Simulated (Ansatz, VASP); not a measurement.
# Si in VASP and in Ansatz

INCAR

```
ALGO     = Normal         # electronic algorithm
EDIFF    = 1E-8           # SCF threshold, eV
ENCUT    = 520            # plane-wave cutoff, eV
GGA      = PE             # functional
ISIF     = 2              # what is computed and relaxed
ISMEAR   = -1             # smearing method
LASPH    = T              # aspherical terms in the spheres
LCHARG   = F              # write CHGCAR
LEFG     = T            
LREAL    = F              # projectors in reciprocal space
LWAVE    = F              # write WAVECAR
NBANDS   = 11             # bands
NELM     = 80             # most SCF steps
PREC     = Accurate       # precision mode
SIGMA    = 0.08           # smearing width, eV
```

File KPOINTS:

```
k-points
0
Gamma
  11 11 11
```

The input POSCAR:

```
Si
1.0
    0.0000000000      2.6787699606      2.6787699606
    2.6787699606      0.0000000000      2.6787699606
    2.6787699606      2.6787699606      0.0000000000
Si
2
Direct
    0.5000000000      0.5000000000      0.5000000000
    0.7500000000      0.7500000000      0.7500000000
```

Input for Ansatz:

```yaml
crystal:
  lattice:
    - [0.0, 2.6787699606, 2.6787699606]
    - [2.6787699606, 0.0, 2.6787699606]
    - [2.6787699606, 2.6787699606, 0.0]
  atoms:
    - { symbol: Si, position: [0.5, 0.5, 0.5] }
    - { symbol: Si, position: [0.75, 0.75, 0.75] }
kpoints:
  mp_grid: { grid: [11, 11, 11] }
scf:
  occupations: { method: fermi_dirac, width: 0.08 }
hamiltonian:
  xc: pbe
  pseudopotentials: { kind: all_electron, datasets: crystal }
output:
  forces: true
  stress: true
  eigenvalues: true
  efg: { contact_densities: true }
```

Change from the starting cell: volume scaled by 0.96, crystal datasets.

Alike in both runs: task electric field gradients; functional PBE; k mesh 11 × 11 × 11; occupations fermi-dirac, width 0.08 eV; no spin polarisation.

|  | VASP | Ansatz |
| --- | --- | --- |
| version | VASP 6.6.1 | Ansatz 0.2.0 |
| potentials or method | VASP PAW PBE potentials, release 64 (Si), cutoff 520 eV | all-electron PAW with datasets made for the crystal, scalar-relativistic |

```tsv
	VASP	Ansatz	Ansatz less VASP
pressure (GPa)	6.2	6.3	+0.03
```

Ansatz ran all-electron here, and VASP with PAW potentials.
